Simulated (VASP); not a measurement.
A run of VASP 6.6.1:

File POSCAR:

```
Lu
1.0
    3.5048186286      0.0000000000      0.0000000000
   -1.7524093143      3.0352619680      0.0000000000
    0.0000000000      0.0000000000      5.4696750779
Lu
2
Direct
    0.3333333333      0.6666666667      0.2500000000
    0.6666666667      0.3333333333      0.7500000000
```

The input INCAR.step1:

```
ALGO = Normal ; EDIFF = 1E-4
ENCUT = 520 ; GGA = PE
ISMEAR = -1 ; LASPH = T
LCHARG = F ; LREAL = F
LWAVE = T ; NBANDS = 32
NELM = 60 ; PREC = Accurate
SIGMA = 0.1
```

Contents of INCAR.step2:

```
ALGO = Normal ; EDIFF = 1E-6
ENCUT = 520 ; ISIF = 2
ISMEAR = -1 ; ISTART = 1
LASPH = T ; LCHARG = F
LMIXTAU = T ; LREAL = F
LWAVE = F ; METAGGA = R2SCAN
NBANDS = 32 ; NELM = 60
PREC = Accurate ; SIGMA = 0.1
```

File KPOINTS:

```
k-points
0
Gamma
  10 10 6
```

Potentials or basis: VASP PAW PBE potentials, release 64 (Lu).

Run with:

```bash
$ cat potpaw_PBE.64/Lu/POTCAR > POTCAR
$ cp INCAR.step1 INCAR
$ mpirun -np 1 vasp_std > vasp.out
$ cp INCAR.step2 INCAR
$ mpirun -np 1 vasp_std > vasp.out
```

Hardware: 1 thread of Intel(R) Xeon(R) 6975P-C (Granite Rapids) (shared host).

Question: How long does it take, and how much memory?

Answer: Run time: 3 min on 1 thread of Intel(R) Xeon(R) 6975P-C (Granite Rapids), with other jobs on the host, peak memory 0.25 GiB. Counts: k points 56.
